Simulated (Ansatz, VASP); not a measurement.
## One calculation of CaO, two programs

Contents of POSCAR:

```
CaO
1.0
    3.4434382777      0.0000000000      0.0000000000
   -1.7217191388      2.9821050248      0.0000000000
    0.0000000000      0.0000000000      5.8143085363
Ca O
2 2
Direct
    0.0000000000      0.0000000000      0.0000000000
    0.0000000000      0.0000000000      0.5000000000
    0.3333333333      0.6666666667      0.2500000000
    0.6666666667      0.3333333333      0.7500000000
```

File INCAR.step1:

```
SYSTEM = CaO
ALGO = Normal ; EDIFF = 1E-4
ENCUT = 520 ; GGA = PE
ISMEAR = 0 ; LASPH = .True.
LCHARG = .False. ; LREAL = .False.
LWAVE = .True. ; NBANDS = 24
NELM = 60 ; PREC = Accurate
SIGMA = 0.01
```

File INCAR.step2:

```
SYSTEM = CaO
ALGO = Normal ; EDIFF = 1E-6
ENCUT = 520 ; ISIF = 2
ISMEAR = 0 ; ISTART = 1
LASPH = .True. ; LCHARG = .True.
LELF = .True. ; LMIXTAU = .True.
LREAL = .False. ; LVHAR = .True.
LWAVE = .False. ; METAGGA = R2SCAN
NBANDS = 24 ; NELM = 60
PREC = Accurate ; SIGMA = 0.01
```

Contents of KPOINTS:

```
k-points
0
Gamma
  12 12 4
  0 0 0
```

Input for Ansatz:

```yaml
crystal:
  lattice:
    - [3.4434382777, 0.0, 0.0]
    - [-1.7217191388, 2.9821050248, 0.0]
    - [0.0, 0.0, 5.8143085363]
  atoms:
    - { symbol: Ca, position: [0.0, 0.0, 0.0] }
    - { symbol: Ca, position: [0.0, 0.0, 0.5] }
    - { symbol: O, position: [0.3333333333, 0.6666666667, 0.25] }
    - { symbol: O, position: [0.6666666667, 0.3333333333, 0.75] }
kpoints:
  mp_grid: { grid: [12, 12, 4] }
  band_path:
    path:
      - [0.0, 0.0, 0.0]
      - [0.5, 0.0, 0.0]
      - [0.3333333333, 0.3333333333, 0.0]
      - [0.0, 0.0, 0.5]
      - [0.5, 0.0, 0.5]
      - [0.3333333333, 0.3333333333, 0.5]
    npoints: 1
hamiltonian:
  xc: r2scan
scf:
  occupations: { method: fixed }
  n_extra_bands: 5
output:
  forces: true
  stress: true
  eigenvalues: true
```

Change from the starting cell: biaxial_xy strain +3.7%.

Alike in both runs: task single point; functional r2SCAN; k mesh 12 × 12 × 4; no spin polarisation.

```csv
,VASP,Ansatz
version,VASP 6.6.1,Ansatz 0.2.0
potentials or method,"VASP PAW PBE potentials, release 64 (Ca_sv, O)","plane waves, PAW"
plane-wave cutoff (eV),520,500
occupations,"gaussian, width 0.01 eV",fixed
valence electrons in the cell,32,32
```

|  | VASP | Ansatz | Ansatz less VASP |
| --- | --- | --- | --- |
| gap on the k mesh at the Fermi level (eV) | 4.43 | 4.43 | +0.001 |
| pressure (GPa) | -6.1 | -6.9 | -0.76 |
| traceless stress, the component that is largest in VASP (GPa) | 5.60 | 5.52 | -0.086 |

VASP's potentials were made for PBE, not for r2SCAN.
